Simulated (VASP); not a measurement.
Input of a VASP 6.6.1 run:

File INCAR:

```
SYSTEM = CuS
PREC = Accurate
ENCUT = 520
EDIFF = 1E-6
ISMEAR = 0
SIGMA = 0.15
LREAL = .FALSE.
LASPH = .TRUE.
NELM = 80
ALGO = Normal
ISIF = 2
LWAVE = .FALSE.
LCHARG = .FALSE.
GGA = PS
NBANDS = 16
```

File KPOINTS:

```
regular mesh
0
G
  16 16 16
  0 0 0
```

POSCAR

```
CuS
1.0
    0.0000000000      2.5800301133      2.5800301133
    2.6961314684      0.0000000000      2.5800301133
    2.6961314684      2.5800301133      0.0000000000
Cu S
1 1
Direct
    0.2500000000      0.2500000000      0.2500000000
    0.0000000000      0.0000000000      0.0000000000
```

Potentials or basis: VASP PAW PBE potentials, release 64 (Cu, S).

Run with:

```sh
$ cat potpaw_PBE.64/Cu/POTCAR potpaw_PBE.64/S/POTCAR > POTCAR
$ mpirun -np 1 vasp_std > vasp.out
```

Task: Predict the pressure.

Result: -5.3 GPa.

Stress tensor (GPa, compression positive):
```
-5.94  0.00  0.00
 0.00 -4.92  0.00
 0.00  0.00 -4.92
```

Caveat: the cell differs from its parent crystal (strain +0.0450 x Voigt [1, 0, 0, 0, 0, 0]); the PAW data sets were made with another functional, which shifts forces and pressure a little.
